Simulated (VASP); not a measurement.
# O in VASP: single point with PBE

Aim: the single point of O with PBE.

Everything below comes from runs of VASP 6.6.1. Logs are shortened: lines on timing, memory, paths and dates and some standing lists are left out, and cuts for length are marked.

### Step 1. The cell of the first run

The cell holds a atom, 1 atom: a = 14.000 Å, b = 14.400 Å, c = 14.800 Å, α = 90.00°, β = 90.00°, γ = 90.00°.

### Step 2. Single point, PBE, collinear spin, ferromagnetic start

Input file INCAR:

```
  PREC = Accurate
  ENCUT = 520
  EDIFF = 1E-7
  ISMEAR = -1
  SIGMA = 0.01
  LREAL = False
  LASPH = True
  NELM = 150
  ALGO = Normal
  ISIF = 2
  LWAVE = False
  LCHARG = False
  ISPIN = 2
  MAGMOM = 2
  LORBIT = 11
  GGA = PE
  ISYM = 0
  NBANDS = 13
```

Input file KPOINTS:

```
Automatic mesh
0
Gamma
  1 1 1
```

Input file POSCAR:

```
O
1.0
   14.0000000000      0.0000000000      0.0000000000
    0.0000000000     14.4000000000      0.0000000000
    0.0000000000      0.0000000000     14.8000000000
O
1
Direct
    0.5000000000      0.5000000000      0.5000000000
```

Potentials or basis: VASP PAW PBE potentials, release 64 (O).

The run is started by

```
$ cat potpaw_PBE.64/O/POTCAR > POTCAR
$ mpirun -np 1 vasp_gam > vasp.out
```

OUTCAR:

```text
PREC = Accurate
   ENCUT = 520
   EDIFF = 1E-7
   ISMEAR = -1
   LREAL = False
   LASPH = True
   NELM = 150
   ISIF = 2
   ISPIN = 2
   LORBIT = 11
   GGA = PE
   ISYM = 0

 ion  position               nearest neighbor table
   1  0.500  0.500  0.500-

IMPORTANT INFORMATION: All symmetrisations will be switched off!
NOSYMM: (Re-)initialisation of all symmetry stuff for point group C_1.

----------------------------------------------------------------------------------------

                                     Primitive cell

  volume of cell :    2983.6800

  direct lattice vectors                    reciprocal lattice vectors
    14.000000000  0.000000000  0.000000000     0.071428571  0.000000000  0.000000000
     0.000000000 14.400000000  0.000000000     0.000000000  0.069444444  0.000000000
     0.000000000  0.000000000 14.800000000     0.000000000  0.000000000  0.067567568

  length of vectors
    14.000000000 14.400000000 14.800000000     0.071428571  0.069444444  0.067567568

  position of ions in fractional coordinates (direct lattice)
     0.500000000  0.500000000  0.500000000

  ion indices of the primitive-cell ions
   primitive index   ion index
                 1           1

----------------------------------------------------------------------------------------

 KPOINTS: Automatic mesh

Automatic generation of k-mesh.
 Grid dimensions read from file:
 generate k-points for:    1    1    1

 Generating k-lattice:

  Cartesian coordinates                     Fractional coordinates (reciprocal lattice)
     0.071428571  0.000000000  0.000000000     1.000000000  0.000000000  0.000000000
     0.000000000  0.069444444  0.000000000     0.000000000  1.000000000  0.000000000
     0.000000000  0.000000000  0.067567568     0.000000000  0.000000000  1.000000000

  Length of vectors
     0.071428571  0.069444444  0.067567568

  Shift w.r.t. Gamma in fractional coordinates (k-lattice)
     0.000000000  0.000000000  0.000000000

 Subroutine IBZKPT returns following result:
 ===========================================

 Found      1 irreducible k-points:

 Following reciprocal coordinates:
            Coordinates               Weight
  0.000000  0.000000  0.000000      1.000000
   k-points           NKPTS =      1   k-points in BZ     NKDIM =      1   number of bands    NBANDS=     13
   number of dos      NEDOS =    301   number of ions     NIONS =      1
   total plane-waves  NPLWV = ******
   dimension x,y,z NGX =   108 NGY =  108 NGZ =  112
   dimension x,y,z NGXF=   216 NGYF=  216 NGZF=  224
   ions per type =               1
   NGX,Y,Z   is equivalent  to a cutoff of  12.82, 12.47, 12.58 a.u.
   NGXF,Y,Z  is equivalent  to a cutoff of  25.65, 24.94, 25.16 a.u.
 SYSTEM =  unknown system
   PREC   = accura    normal or accurate (medium, high low for compatibility)
   ISTART =      0    job   : 0-new  1-cont  2-samecut
   ICHARG =      2    charge: 1-file 2-atom 10-const
   ISPIN  =      2    spin polarized calculation?
   LNONCOLLINEAR =      F non collinear calculations
   LSORBIT =      F    spin-orbit coupling
   LASPH  =      T    aspherical Exc in radial PAW
   ENCUT  =  520.0 eV  38.22 Ry    6.18 a.u.  26.03 26.77 27.52*2*pi/ulx,y,z
   NELM   =    150;   NELMIN=  2; NELMDL= -5     # of ELM steps
   EDIFF  = 0.1E-06   stopping-criterion for ELM
   LREAL  =      F    real-space projection
   EDIFFG = 0.1E-05   stopping-criterion for IOM
   NSW    =      0    number of steps for IOM
   IBRION =     -1    ionic relax: 0-MD 1-quasi-New 2-CG
   NFREE  =      0    steps in history (QN), initial steepest desc. (CG)
   ISIF   =      2    stress and relaxation
   ISYM   =      0    0-nonsym 1-usesym 2-fastsym
   POTIM  = 0.5000    time-step for ionic-motion
   TEBEG  =    0.0;   TEEND  =   0.0 temperature during run
   PSTRESS=    0.0 pullay stress
   NELECT =       6.0000    total number of electrons
   NUPDOWN=      -1.0000    fix difference up-down
   EMIN   =  10.00;   EMAX   =-10.00  energy-range for DOS
   EFERMI =   0.00;   METHOD = LEGACY
   ISMEAR =    -1;   SIGMA  =   0.01  broadening in eV -4-tet -1-fermi 0-gaus
   EFERMI_NEDOS =   21; number of points for ismear=-14 and -15
   IALGO  =     38    algorithm
   IMIX   =      4    mixing-type and parameters
     AMIX     =   0.40;   BMIX     =  1.00
     AMIX_MAG =   1.60;   BMIX_MAG =  1.00
  volume/ion in A,a.u.               =    2983.68     20134.87
  Fermi-wavevector in a.u.,A,eV,Ry     =   0.206637  0.390487  0.580952  0.042699
  Thomas-Fermi vector in A             =   0.969299
   LORBIT       =     11    0 simple, 1 ext, 2 COOP (PROOUT), +10 PAW based schemes
   GGA     = PE    functional components
   LHFCALC =     F    Hartree Fock is set to
   AEXX    =    0.0000 exact exchange contribution
   IVDW    =     0    specifies the selected vdW correction
   LEPSILON=     F    determine dielectric tensor
   LRPA    =     F    only Hartree local field effects (RPA)
 spin polarized calculation
  energy-cutoff  :      520.00
  volume of cell :     2983.68
 maximum number of plane-waves:     40220
 NGX is ok and might be reduce to   108
   NGX = 53   NGY = 53   NGZ = 55

 number of electron       5.9999998 magnetization       1.9999998

 Free energy of the ion-electron system (eV)
  ---------------------------------------------------
  ext. energy  EPLUGINS =         0.00000000
  ---------------------------------------------------
  free energy    TOTEN  =        -1.54729142 eV

  energy without entropy =       -1.52819600  energy(sigma->0) =       -1.53774371

 E-fermi :  -7.1648     XC(G=0):  -0.1560

 val. band max:      -10.1917089946   @ k =   0.0000   0.0000   0.0000
 cond. band min:      -7.1578931833   @ k =   0.0000   0.0000   0.0000
 fundamental gap:      3.0338158113
 Fermi energy:        -7.1648234582

 spin component 1

 k-point     1 :       0.0000    0.0000    0.0000
  band No.  band energies     occupation
      1     -25.1899      1.00000
      2     -10.1917      1.00000
      3     -10.1917      1.00000
      4     -10.1917      1.00000
      5      -0.2654      0.00000
      6       0.3060      0.00000
      7       0.5882      0.00000
      8       0.6206      0.00000
      9       0.6555      0.00000
     10       0.6940      0.00000
     11       0.7408      0.00000
     12       1.1886      0.00000
     13       1.2111      0.00000
 Fermi energy:        -7.1648234582

 spin component 2

 k-point     1 :       0.0000    0.0000    0.0000
  band No.  band energies     occupation
      1     -21.9419      1.00000
      2      -7.1579      0.33336
      3      -7.1579      0.33336
      4      -7.1579      0.33328
      5      -0.1862      0.00000
      6       0.3876      0.00000
      7       0.6018      0.00000
      8       0.6357      0.00000
      9       0.6724      0.00000
     10       0.6899      0.00000
     11       0.7378      0.00000
     12       1.2406      0.00000
     13       1.2509      0.00000

------------------------ aborting loop because EDIFF is reached ----------------------------------------

  FORCE on cell =-STRESS in cart. coord.  units (eV):
  Direction    XX          YY          ZZ          XY          YZ          ZX
  --------------------------------------------------------------------------------------
  -------------------------------------------------------------------------------------
  Total       -0.0245048     -0.0238148     -0.0237160     -0.0000039      0.0000011     -0.0000158
  in kB       -0.0131586     -0.0127881     -0.0127350     -0.0000021      0.0000006     -0.0000085
  external PRESSURE =      -0.0128939 kB  Pullay stress =       0.0000000 kB

 VOLUME and BASIS-vectors are now :
 -----------------------------------------------------------------------------
  energy-cutoff  :      520.00
  volume of cell :     2983.68
      direct lattice vectors                 reciprocal lattice vectors
    14.000000000  0.000000000  0.000000000     0.071428571  0.000000000  0.000000000
     0.000000000 14.400000000  0.000000000     0.000000000  0.069444444  0.000000000
     0.000000000  0.000000000 14.800000000     0.000000000  0.000000000  0.067567568

 POSITION                                       TOTAL-FORCE (eV/Angst)
 -----------------------------------------------------------------------------------
      7.00000      7.20000      7.40000         0.000000      0.000000      0.000000
 -----------------------------------------------------------------------------------
    total drift:                                0.000000      0.000000      0.000000

  FREE ENERGIE OF THE ION-ELECTRON SYSTEM (eV)
  ---------------------------------------------------
  free  energy   TOTEN  =        -1.5472914201 eV

  energy  without entropy=       -1.5281959952  energy(sigma->0) =       -1.53774371

 total charge

# of ion       s       p       d       tot
------------------------------------------
    1        1.626   2.923   0.000   4.549

 magnetization (x)

# of ion       s       p       d       tot
------------------------------------------
    1        0.014   1.534   0.000   1.548
```

It took 8.6 min on 1 thread of AMD EPYC 7R13 (Zen 3), shared host; peak memory 2.7 GiB.

What came out:

```
Free energy                                           : -1.5473 eV
Pressure                                              : 0.0 GPa
Band gap on the k mesh                                : zero (filled and empty bands touch)
Net moment                                            : 2.00 μB per cell
Site moments                                          : O +1.55 μB
Valence electrons inside the program's atomic spheres : O 4.55
```
